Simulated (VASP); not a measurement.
The system is Zr.

```
Zr
1.0
     5.08599    0.00000    0.00000
    -2.54300    4.40460    0.00000
     0.00000    0.00000    3.11771
Zr
3
Direct
  0.00000 0.00000 0.00000
  0.33333 0.66667 0.50000
  0.66667 0.33333 0.50000
```

| Item | Value |
| --- | --- |
| Program | VASP 6.6.1 |
| Task | relaxation of cell and atoms |
| Functional | RPBE |
| Potentials or basis | VASP PAW PBE potentials, release 64 (Zr_sv) |
| Cutoff | 600 eV |
| k mesh | 7 × 7 × 10 |
| Occupations | fermi-dirac, width 0.1 eV |
| Spin | no spin polarisation |

At the start: pressure 1.6 GPa; volume 23.28 Å³/atom.

Problem. Where does the relaxation end?

Solution. Over 4 steps the energy falls by 3.8 meV/atom and the volume is 23.67 Å³/atom (+1.7 %); space group P6/mmm (No. 191, to 0.05 Å).

Step by step:
```csv
step,energy change (eV),largest force (eV/Å),pressure (GPa),volume (Å³)
1,0.0000,0.0000,1.64,69.84
2,-0.0056,0.0000,-1.50,72.27
3,-0.0106,0.0000,-0.26,71.27
4,-0.0114,0.0000,0.03,71.02
```

Final structure:
```
Zr
1.0
     5.08729    0.00000    0.00000
    -2.54365    4.40572    0.00000
     0.00000    0.00000    3.16887
Zr
3
Cartesian
  5.0873 0.0000 3.1689
  0.0000 2.9372 1.5844
  2.5436 1.4686 1.5844
```

Caveat: the PAW data sets were made with another functional, which shifts forces and pressure a little.
